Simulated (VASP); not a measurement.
# Ru (Fm-3m) in VASP: a series of runs

The runs below take Ru through single point, with PBE.

All numbers are computed with VASP 6.6.1; they aren't measurements. Logs are shortened: lines on timing, memory, paths and dates and some standing lists are left out, and cuts for length are marked.

### Step 1. The cell of the first run

It takes space group Fm-3m (No. 225, cubic). The conventional cell has a = 3.830 Å, b = 3.830 Å, c = 3.830 Å, α = 90.00°, β = 90.00°, γ = 90.00°. Within 3.6 Å of Ru (site symmetry m-3m) lie 12 Ru at 2.71 Å.

### Step 2. Single point, PBE

Input file INCAR:

```
SYSTEM = Ru
ALGO = Fast ; EDIFF = 1E-6
ENCUT = 520 ; GGA = PE
ISIF = 2 ; ISMEAR = 0
LASPH = .TRUE. ; LCHARG = .FALSE.
LREAL = .FALSE. ; LWAVE = .FALSE.
NBANDS = 13 ; NELM = 100
PREC = Accurate ; SIGMA = 0.15
```

Input file KPOINTS:

```
k-points
0
G
  22 22 22
  0 0 0
```

Input file POSCAR:

```
Ru
1.0
    0.0000000000      1.9150000000      1.9150000000
    1.9150000000      0.0000000000      1.9150000000
    1.9150000000      1.9150000000      0.0000000000
Ru
1
Direct
    0.0000000000      0.0000000000      0.0000000000
```

Potentials or basis: VASP PAW PBE potentials, release 64 (Ru_pv).

Run with:

```
> cat potpaw_PBE.64/Ru_pv/POTCAR > POTCAR
> mpirun -np 1 vasp_std > vasp.out
```

OUTCAR:

```text
SYSTEM = Ru
   EDIFF = 1E-6
   ENCUT = 520
   GGA = PE
   ISIF = 2
   ISMEAR = 0
   LASPH = .TRUE.
   LREAL = .FALSE.
   NELM = 100
   PREC = Accurate

 ion  position               nearest neighbor table
   1  0.000  0.000  0.000-

  LATTYP: Found a face centered cubic cell.
 ALAT       =     3.8300000000

  Lattice vectors:

 A1 = (   0.0000000000,   1.9150000000,   1.9150000000)
 A2 = (   1.9150000000,   0.0000000000,   1.9150000000)
 A3 = (   1.9150000000,   1.9150000000,   0.0000000000)

Analysis of symmetry for initial positions (statically):
=====================================================================
 Subroutine PRICEL returns:
 Original cell was already a primitive cell.

 Routine SETGRP: Setting up the symmetry group for a
 face centered cubic supercell.

 Subroutine GETGRP returns: Found 48 space group operations
 (whereof 48 operations were pure point group operations)
 out of a pool of 48 trial point group operations.

The static configuration has the point symmetry O_h .

Analysis of symmetry for dynamics (positions and initial velocities):
=====================================================================
 Subroutine PRICEL returns:
 Original cell was already a primitive cell.

 Routine SETGRP: Setting up the symmetry group for a
 face centered cubic supercell.

 Subroutine GETGRP returns: Found 48 space group operations
 (whereof 48 operations were pure point group operations)
 out of a pool of 48 trial point group operations.

The dynamic configuration has the point symmetry O_h .

 Subroutine INISYM returns: Found 48 space group operations
 (whereof 48 operations are pure point group operations),
 and found     1 'primitive' translations

----------------------------------------------------------------------------------------

                                     Primitive cell

  volume of cell :      14.0455

  direct lattice vectors                    reciprocal lattice vectors
     0.000000000  1.915000000  1.915000000    -0.261096606  0.261096606  0.261096606
     1.915000000  0.000000000  1.915000000     0.261096606 -0.261096606  0.261096606
     1.915000000  1.915000000  0.000000000     0.261096606  0.261096606 -0.261096606

  length of vectors
     2.708218972  2.708218972  2.708218972     0.452232587  0.452232587  0.452232587

  position of ions in fractional coordinates (direct lattice)
     0.000000000  0.000000000  0.000000000

  ion indices of the primitive-cell ions
   primitive index   ion index
                 1           1

----------------------------------------------------------------------------------------

 KPOINTS: k-points

Automatic generation of k-mesh.
 Grid dimensions read from file:
 generate k-points for:   22   22   22

 Generating k-lattice:

  Cartesian coordinates                     Fractional coordinates (reciprocal lattice)
    -0.011868028  0.011868028  0.011868028     0.045454545  0.000000000  0.000000000
     0.011868028 -0.011868028  0.011868028     0.000000000  0.045454545  0.000000000
     0.011868028  0.011868028 -0.011868028     0.000000000  0.000000000  0.045454545

  Length of vectors
     0.020556027  0.020556027  0.020556027

  Shift w.r.t. Gamma in fractional coordinates (k-lattice)
     0.000000000  0.000000000  0.000000000

 Subroutine IBZKPT returns following result:
 ===========================================

 Found    328 irreducible k-points:

 Following reciprocal coordinates:
            Coordinates               Weight
  0.000000  0.000000  0.000000      1.000000
  0.045455  0.000000  0.000000      8.000000
  0.090909  0.000000  0.000000      8.000000
  0.136364  0.000000  0.000000      8.000000
  0.181818  0.000000  0.000000      8.000000
  0.227273  0.000000  0.000000      8.000000
[... 16 lines left out ...]
  0.500000  0.045455  0.000000     24.000000
 -0.454545  0.045455  0.000000     24.000000
 [... further k-points ...]
   k-points           NKPTS =    328   k-points in BZ     NKDIM =    328   number of bands    NBANDS=     13
   number of dos      NEDOS =    301   number of ions     NIONS =      1
   total plane-waves  NPLWV =   8000
   dimension x,y,z NGX =    20 NGY =   20 NGZ =   20
   dimension x,y,z NGXF=    40 NGYF=   40 NGZF=   40
   ions per type =               1
   NGX,Y,Z   is equivalent  to a cutoff of  12.28, 12.28, 12.28 a.u.
   NGXF,Y,Z  is equivalent  to a cutoff of  24.55, 24.55, 24.55 a.u.
 SYSTEM =  Ru
   PREC   = accura    normal or accurate (medium, high low for compatibility)
   ISTART =      0    job   : 0-new  1-cont  2-samecut
   ICHARG =      2    charge: 1-file 2-atom 10-const
   ISPIN  =      1    spin polarized calculation?
   LNONCOLLINEAR =      F non collinear calculations
   LSORBIT =      F    spin-orbit coupling
   LASPH  =      T    aspherical Exc in radial PAW
   ENCUT  =  520.0 eV  38.22 Ry    6.18 a.u.   5.04  5.04  5.04*2*pi/ulx,y,z
   NELM   =    100;   NELMIN=  2; NELMDL= -5     # of ELM steps
   EDIFF  = 0.1E-05   stopping-criterion for ELM
   LREAL  =      F    real-space projection
   EDIFFG = 0.1E-04   stopping-criterion for IOM
   NSW    =      0    number of steps for IOM
   IBRION =     -1    ionic relax: 0-MD 1-quasi-New 2-CG
   NFREE  =      0    steps in history (QN), initial steepest desc. (CG)
   ISIF   =      2    stress and relaxation
   ISYM   =      2    0-nonsym 1-usesym 2-fastsym
   POTIM  = 0.5000    time-step for ionic-motion
   TEBEG  =    0.0;   TEEND  =   0.0 temperature during run
   PSTRESS=    0.0 pullay stress
   NELECT =      14.0000    total number of electrons
   NUPDOWN=      -1.0000    fix difference up-down
   EMIN   =  10.00;   EMAX   =-10.00  energy-range for DOS
   EFERMI =   0.00;   METHOD = LEGACY
   ISMEAR =     0;   SIGMA  =   0.15  broadening in eV -4-tet -1-fermi 0-gaus
   EFERMI_NEDOS =   21; number of points for ismear=-14 and -15
   IALGO  =     68    algorithm
   IMIX   =      4    mixing-type and parameters
     AMIX     =   0.40;   BMIX     =  1.00
     AMIX_MAG =   1.60;   BMIX_MAG =  1.00
  volume/ion in A,a.u.               =      14.05        94.78
  Fermi-wavevector in a.u.,A,eV,Ry     =   1.635330  3.090326 36.386117  2.674304
  Thomas-Fermi vector in A             =   2.726821
   LORBIT       =      0    0 simple, 1 ext, 2 COOP (PROOUT), +10 PAW based schemes
   GGA     = PE    functional components
   LHFCALC =     F    Hartree Fock is set to
   AEXX    =    0.0000 exact exchange contribution
   IVDW    =     0    specifies the selected vdW correction
   LEPSILON=     F    determine dielectric tensor
   LRPA    =     F    only Hartree local field effects (RPA)
 non-spin polarized calculation
 RMM-DIIS sequential band-by-band and
 Gauss-broadening in eV      SIGMA  =   0.15
  energy-cutoff  :      520.00
  volume of cell :       14.05
 maximum number of plane-waves:       388
   NGX =  9   NGY =  9   NGZ =  9

 number of electron      13.9999998 magnetization

 Free energy of the ion-electron system (eV)
  ---------------------------------------------------
  ext. energy  EPLUGINS =         0.00000000
  ---------------------------------------------------
  free energy    TOTEN  =        -9.12587852 eV

  energy without entropy =       -9.11488749  energy(sigma->0) =       -9.12038300

 E-fermi :  12.1403     XC(G=0): -13.9092

 val. band max:       12.1400890071   @ k =   0.0909   0.0909   0.0000
 cond. band min:      12.1457840880   @ k =  -0.4545   0.4545   0.0909
 fundamental gap:      0.0056950809
 Fermi energy:        12.1403390962

 k-point     1 :       0.0000    0.0000    0.0000
  band No.  band energies     occupation
      1     -30.2786      2.00000
      2     -30.2786      2.00000
      3     -30.2786      2.00000
      4       4.4422      2.00000
      5       9.6944      2.00000
      6       9.6944      2.00000
      7       9.6944      2.00000
      8      12.0182      1.75037
      9      12.0182      1.75037
     10      22.7195      0.00000
     11      27.2260      0.00000
     12      32.7820      0.00000
     13      32.7820      0.00000

 k-point     2 :       0.0455    0.0000    0.0000
  band No.  band energies     occupation
      1     -30.2988      2.00000
      2     -30.2812      2.00000
      3     -30.2812      2.00000
      4       4.5282      2.00000
      5       9.6497      2.00000
      6       9.7305      2.00000
      7       9.7305      2.00000
      8      11.9950      1.82926
      9      11.9950      1.82926
     10      22.7194      0.00000
     11      27.3680      0.00000
     12      32.3266      0.00000
     13      32.9193      0.00000

 k-point     3 :       0.0909    0.0000    0.0000
  band No.  band energies     occupation
      1     -30.3576      2.00000
      2     -30.2890      2.00000
      3     -30.2890      2.00000
      4       4.7783      2.00000
      5       9.5299      2.00000
      6       9.8297      2.00000
      7       9.8297      2.00000
      8      11.9380      1.94359
      9      11.9380      1.94359
     10      22.7193      0.00000
     11      27.7689      0.00000
     12      31.3028      0.00000
     13      33.3234      0.00000

 k-point     4 :       0.1364    0.0000    0.0000
  band No.  band energies     occupation
      1     -30.4495      2.00000
      2     -30.3011      2.00000
      3     -30.3011      2.00000
      4       5.1666      2.00000
      5       9.3781      2.00000
      6       9.9620      2.00000
      7       9.9620      2.00000
      8      11.8852      1.98384
      9      11.8852      1.98384
     10      22.7193      0.00000
     11      28.3468      0.00000
     12      30.1163      0.00000
     13      33.9710      0.00000

 k-point     5 :       0.1818    0.0000    0.0000
  band No.  band energies     occupation
      1     -30.5664      2.00000
      2     -30.3167      2.00000
      3     -30.3167      2.00000
      4       5.6380      2.00000
      5       9.2687      2.00000
      6      10.0720      2.00000
      7      10.0720      2.00000
      8      11.9009      1.97601
      9      11.9009      1.97601
     10      22.7192      0.00000
     11      28.8088      0.00000
     12      29.0612      0.00000
     13      34.8240      0.00000

 k-point     6 :       0.2273    0.0000    0.0000
  band No.  band energies     occupation
      1     -30.6981      2.00000
      2     -30.3343      2.00000
      3     -30.3343      2.00000
      4       6.0910      2.00000
      5       9.3174      2.00000
      6      10.1002      2.00000
      7      10.1002      2.00000
      8      12.0499      1.60623
      9      12.0499      1.60623
     10      22.7191      0.00000
     11      27.7357      0.00000
     12      29.3293      0.00000
     13      35.8210      0.00000

 k-point     7 :       0.2727    0.0000    0.0000
  band No.  band energies     occupation
      1     -30.8335      2.00000
      2     -30.3527      2.00000
      3     -30.3527      2.00000
      4       6.3940      2.00000
      5       9.6584      2.00000
      6      10.0350      2.00000
      7      10.0350      2.00000
      8      12.3409      0.05859
      9      12.3409      0.05859
     10      22.7190      0.00000
     11      26.5929      0.00000
     12      29.1716      0.00000
     13      36.7237      0.00000
[... 193 lines left out ...]
 k-point    20 :       0.3636    0.0455    0.0000
  band No.  band energies     occupation
      1     -31.0354      2.00000
      2     -30.3945      2.00000
      3     -30.3834      2.00000
      4       6.5547      2.00000
      5       9.7571      2.00000
      6       9.9063      2.00000
      7      10.6710      2.00000
      8      13.0158      0.00000
      9      13.2082      0.00000
     10      22.7185      0.00000
     11      24.6595      0.00000
     12      28.1781      0.00000
     13      34.3763      0.00000

 k-point    21 :       0.4091    0.0455    0.0000
  band No.  band energies     occupation
      1     -31.1288      2.00000
      2     -30.4053      2.00000
      3     -30.3995      2.00000
      4       6.4932      2.00000
      5       9.6309      2.00000
      6       9.7853      2.00000
      7      11.4852      2.00000
      8      13.5290      0.00000
      9      13.5670      0.00000
     10      22.7164      0.00000
     11      23.4439      0.00000
     12      27.5602      0.00000
     13      33.5810      0.00000

 k-point    22 :       0.4545    0.0455    0.0000
  band No.  band energies     occupation
      1     -31.1929      2.00000
      2     -30.4120      2.00000
      3     -30.4113      2.00000
      4       6.4301      2.00000
      5       9.5455      2.00000
      6       9.6930      2.00000
      7      12.1561      0.88206
      8      13.7404      0.00000
      9      14.0843      0.00000
     10      22.3982      0.00000
     11      22.7272      0.00000
     12      27.1470      0.00000
     13      33.0665      0.00000

 k-point    23 :       0.5000    0.0455    0.0000
  band No.  band energies     occupation
      1     -31.2229      2.00000
      2     -30.4199      2.00000
      3     -30.4121      2.00000
      4       6.3965      2.00000
      5       9.5104      2.00000
      6       9.6430      2.00000
      7      12.5156      0.00040
      8      13.7977      0.00000
      9      14.4228      0.00000
     10      21.8301      0.00000
     11      22.7225      0.00000
     12      26.9597      0.00000
     13      32.8926      0.00000

 k-point    24 :      -0.4545    0.0455    0.0000
  band No.  band energies     occupation
      1     -31.2168      2.00000
      2     -30.4226      2.00000
      3     -30.4077      2.00000
      4       6.4044      2.00000
      5       9.5284      2.00000
      6       9.6419      2.00000
      7      12.4718      0.00177
      8      13.6842      0.00000
      9      14.4192      0.00000
     10      21.9535      0.00000
     11      22.7229      0.00000
     12      26.9968      0.00000
     13      32.7689      0.00000

 [... further k-points ...]
[... 5 lines left out ...]
  --------------------------------------------------------------------------------------
  -------------------------------------------------------------------------------------
  Total       -0.4122939     -0.4122939     -0.4122939      0.0000000     -0.0000000      0.0000000
  in kB      -47.0306703    -47.0306703    -47.0306703      0.0000000     -0.0000000      0.0000000
  external PRESSURE =     -47.0306703 kB  Pullay stress =       0.0000000 kB

 VOLUME and BASIS-vectors are now :
 -----------------------------------------------------------------------------
  energy-cutoff  :      520.00
  volume of cell :       14.05
      direct lattice vectors                 reciprocal lattice vectors
     0.000000000  1.915000000  1.915000000    -0.261096606  0.261096606  0.261096606
     1.915000000  0.000000000  1.915000000     0.261096606 -0.261096606  0.261096606
     1.915000000  1.915000000  0.000000000     0.261096606  0.261096606 -0.261096606

 POSITION                                       TOTAL-FORCE (eV/Angst)
 -----------------------------------------------------------------------------------
      0.00000      0.00000      0.00000        -0.000000     -0.000000      0.000000
 -----------------------------------------------------------------------------------
    total drift:                                0.000000      0.000000      0.000000

  FREE ENERGIE OF THE ION-ELECTRON SYSTEM (eV)
  ---------------------------------------------------
  free  energy   TOTEN  =        -9.1258785199 eV

  energy  without entropy=       -9.1148874889  energy(sigma->0) =       -9.12038300
```

It took 26 s on 1 thread of Intel Xeon Platinum 8488C (Sapphire Rapids), shared host; peak memory 0.16 GiB.

What came out:

```
Free energy            : -9.1259 eV
Pressure               : -4.7 GPa
Band gap on the k mesh : zero (band 7 reaches 14.28 eV, above the bottom of band 8 at 10.91 eV)
```

(Continued in part 2 of 2.)
